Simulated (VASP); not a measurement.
# GdO (P-6m2) in VASP: a series of runs, part 2 of 2

VASP 6.6.1. The steps go on from the part before.

## 4. Single point, LDA+U, collinear spin, ferromagnetic start

File INCAR:

```
SYSTEM = GdO
PREC     = Accurate       ! precision mode
ENCUT    = 520            ! plane-wave cutoff, eV
EDIFF    = 1E-6           ! SCF threshold, eV
ISMEAR   = -1             ! smearing method
SIGMA    = 0.05           ! smearing width, eV
LREAL    = .False.        ! projectors in reciprocal space
LASPH    = .True.         ! aspherical terms in the spheres
NELM     = 150            ! most SCF steps
ALGO     = Normal         ! electronic algorithm
ISIF     = 2              ! what is computed and relaxed
LWAVE    = .False.        ! write WAVECAR
LCHARG   = .False.        ! write CHGCAR
ISPIN    = 2              ! spin polarisation
MAGMOM   = 7 0            ! initial moments
LORBIT   = 11             ! projections on sites
LMAXMIX  = 6              ! l up to which the mixer works
LDAU     = .True.         ! DFT+U
LDAUTYPE = 2            
LDAUL    = 3 -1           ! shell
LDAUU    = 3 0            ! U, eV
LDAUJ    = 0 0          
LDAUPRINT= 1            
GGA      = CA             ! functional
NBANDS   = 23             ! bands
```

File KPOINTS:

```
regular mesh
0
Gamma
  10 10 9
  0 0 0
```

File POSCAR:

```
GdO
1.0
    3.1132995800      0.0000000000      0.0000000000
   -1.5566497900      2.6961965200      0.0000000000
    0.0000000000      0.0000000000      3.0384261400
Gd O
1 1
Direct
    0.0000000000      0.0000000000      0.0000000000
    0.6666666667      0.3333333333      0.5000000000
```

Potentials or basis: VASP PAW PBE potentials, release 64 (Gd, O).

Run with:

```sh
> cat potpaw_PBE.64/Gd/POTCAR potpaw_PBE.64/O/POTCAR > POTCAR
> mpirun -np 1 vasp_std > vasp.out
```

OUTCAR:

```text
SYSTEM = GdO
   PREC = Accurate
   ENCUT = 520
   EDIFF = 1E-6
   ISMEAR = -1
   LREAL = .False.
   LASPH = .True.
   NELM = 150
   ISIF = 2
   ISPIN = 2
   LORBIT = 11
   GGA = CA

 ion  position               nearest neighbor table
   1  0.000  0.000  0.000-   2 2.35   2 2.35   2 2.35   2 2.35   2 2.35   2 2.35
   2  0.667  0.333  0.500-   1 2.35   1 2.35   1 2.35   1 2.35   1 2.35   1 2.35

  LATTYP: Found a hexagonal cell.
 ALAT       =     3.1132995800
 C/A-ratio  =     0.9759504545

  Lattice vectors:

 A1 = (   3.1132995800,   0.0000000000,   0.0000000000)
 A2 = (  -1.5566497900,   2.6961965200,   0.0000000000)
 A3 = (   0.0000000000,   0.0000000000,   3.0384261400)

Analysis of symmetry for initial positions (statically):
=====================================================================
 Subroutine PRICEL returns:
 Original cell was already a primitive cell.

[... 232 lines left out ...]
 fundamental gap:      0.0123868305
 Fermi energy:         6.8470128807

 spin component 1

 k-point     1 :       0.0000    0.0000    0.0000
  band No.  band energies     occupation
      1     -38.4352      1.00000
      2     -15.3396      1.00000
      3     -15.1279      1.00000
      4     -15.1279      1.00000
      5     -13.4582      1.00000
      6       0.3454      1.00000
[... 1241 lines left out ...]
     22      20.8085      0.00000
     23      22.6056      0.00000

 [... further k-points ...]
[... 5 lines left out ...]
  --------------------------------------------------------------------------------------
  -------------------------------------------------------------------------------------
  Total        3.3428510      3.3428509      2.8862467     -0.0000000      0.0000000      0.0000000
  in kB      209.9937921    209.9937911    181.3104731     -0.0000000      0.0000000      0.0000000
  external PRESSURE =     200.4326854 kB  Pullay stress =       0.0000000 kB

 VOLUME and BASIS-vectors are now :
 -----------------------------------------------------------------------------
  energy-cutoff  :      520.00
  volume of cell :       25.50
      direct lattice vectors                 reciprocal lattice vectors
     3.113299580  0.000000000  0.000000000     0.321202626  0.185446423  0.000000000
    -1.556649790  2.696196520  0.000000000     0.000000000  0.370892846  0.000000000
     0.000000000  0.000000000  3.038426140     0.000000000  0.000000000  0.329117758

 POSITION                                       TOTAL-FORCE (eV/Angst)
 -----------------------------------------------------------------------------------
      0.00000      0.00000      0.00000         0.000000     -0.000000      0.000000
      1.55665      0.89873      1.51921        -0.000000      0.000000      0.000000
 -----------------------------------------------------------------------------------
    total drift:                               -0.000000     -0.000000      0.000000

  FREE ENERGIE OF THE ION-ELECTRON SYSTEM (eV)
  ---------------------------------------------------
  free  energy   TOTEN  =       -22.4424946303 eV

  energy  without entropy=      -22.4336971229  energy(sigma->0) =      -22.43809588

 total charge

# of ion       s       p       d       f       tot
--------------------------------------------------
    1        2.033   5.606   0.806   7.004  15.448
    2        1.548   3.471   0.000   0.000   5.020
--------------------------------------------------
tot          3.581   9.077   0.806   7.004  20.467

 magnetization (x)

# of ion       s       p       d       f       tot
--------------------------------------------------
    1        0.006  -0.045   0.182   6.841   6.983
    2       -0.003  -0.018   0.000   0.000  -0.021
--------------------------------------------------
tot          0.003  -0.063   0.182   6.841   6.963
```

OSZICAR:

```text
N       E                     dE             d eps       ncg     rms          rms(c)
DAV:   1     0.140672953613E+03    0.14067E+03   -0.85864E+03  9064   0.561E+03
DAV:   2    -0.364133414087E+01   -0.14431E+03   -0.12551E+03  8848   0.493E+02
DAV:   3    -0.187178134493E+02   -0.15076E+02   -0.14740E+02  9298   0.113E+02
DAV:   4    -0.207789640189E+02   -0.20612E+01   -0.20426E+01 12135   0.263E+01
DAV:   5    -0.208367556324E+02   -0.57792E-01   -0.57759E-01  9316   0.595E+00    0.463E+01
DAV:   6    -0.232843438352E+02   -0.24476E+01   -0.18377E+01  9596   0.179E+02    0.816E+01
DAV:   7    -0.226520887179E+02    0.63226E+00   -0.23415E+00 10822   0.323E+01    0.513E+01
DAV:   8    -0.224679069058E+02    0.18418E+00   -0.43745E-01 11496   0.263E+01    0.308E+01
DAV:   9    -0.224487268832E+02    0.19180E-01   -0.16221E-01 10911   0.135E+01    0.493E+00
DAV:  10    -0.224434020527E+02    0.53248E-02   -0.34876E-02 10532   0.971E+00    0.347E+00
DAV:  11    -0.224422528866E+02    0.11492E-02   -0.13065E-02 11348   0.575E+00    0.434E+00
DAV:  12    -0.224426745587E+02   -0.42167E-03   -0.48901E-03 12239   0.303E+00    0.384E+00
DAV:  13    -0.224425978015E+02    0.76757E-04   -0.21523E-03 11533   0.181E+00    0.226E+00
DAV:  14    -0.224424677539E+02    0.13005E-03   -0.99830E-04  9726   0.184E+00    0.218E-01
DAV:  15    -0.224424966080E+02   -0.28854E-04   -0.24213E-04 10660   0.116E-01    0.126E-01
DAV:  16    -0.224424957622E+02    0.84582E-06   -0.10710E-05 11053   0.873E-02    0.345E-02
DAV:  17    -0.224424947189E+02    0.10432E-05   -0.93819E-07  5981   0.526E-02    0.204E-02
DAV:  18    -0.224424946303E+02    0.88650E-07   -0.18674E-06  5913   0.225E-02
   1 F= -.22442495E+02 E0= -.22438096E+02  d E =-.879751E-02  mag=     7.3205
```

stdout:

```text
POSCAR found type information on POSCAR GdO
 POSCAR found :  2 types and       2 ions
 scaLAPACK will be used
 -----------------------------------------------------------------------------
|                                                                             |
|                                                                             |
|     You enforced a specific xc type in the INCAR file but a different       |
|     I HOPE YOU KNOW WHAT YOU ARE DOING!                                     |
|                                                                             |
 -----------------------------------------------------------------------------

 LDA part: xc-table for (Slater(with rela. corr.)+CA(PZ))
 , standard interpolation
 POSCAR, INCAR and KPOINTS ok, starting setup
 FFT: planning ... GRIDC
 FFT: planning ... GRID_SOFT
 FFT: planning ... GRID
 WAVECAR not read
 entering main loop
```

Wall time 1.7 min (1 thread of AMD EPYC 9R45 (Zen 5), shared host); peak memory 0.16 GiB.

What came out:

* Free energy: -22.4425 eV
* Pressure: 20.0 GPa
* Net moment: 7.32 μB per cell
* Site moments: Gd +6.98; O -0.02 μB
* Valence electrons inside the program's atomic spheres: Gd 15.45; O 5.02

Eigenvalues of the final occupation matrices:
| site | spin | trace | eigenvalues |
| --- | --- | --- | --- |
| site 1 f | 1 | 6.93 | 0.99 0.99 0.99 0.99 0.99 0.99 0.99 |
| site 1 f | 2 | 0.08 | 0.01 0.01 0.01 0.01 0.01 0.01 0.02 |

Caveat: the PAW data sets were made with another functional, which shifts forces and pressure a little; spin-orbit coupling is left out, which moves the levels of the heavy elements; a cell with one magnetic atom can't hold antiferromagnetic order, which such compounds often take. The state reached can hang on the start; a lower one may exist.

## 5. The runs side by side

```tsv
U	gap on the mesh (eV)	pressure (GPa)	moment (μB)
Gd f U = 1.0 eV	none	18.4	7.03
Gd f U = 2.0 eV	none	19.2	7.21
Gd f U = 3.0 eV	none	20.0	7.32
```

Alike in all rows: task single point; level LDA+U; potentials or basis VASP PAW PBE potentials, release 64 (Gd, O); spin collinear, ferromagnetic start; cell as given; k mesh 10 × 10 × 9; cutoff (eV) 520; smearing fermi-dirac 0.05 eV.

Every run on the cell as given and a fine mesh finds a metal.

Caveats: the PAW data sets were made with another functional, which shifts forces and pressure a little; spin-orbit coupling is left out, which moves the levels of the heavy elements; a cell with one magnetic atom can't hold antiferromagnetic order, which such compounds often take.

Total energies depend on the potentials used, so only differences within one code and one set of settings carry meaning.
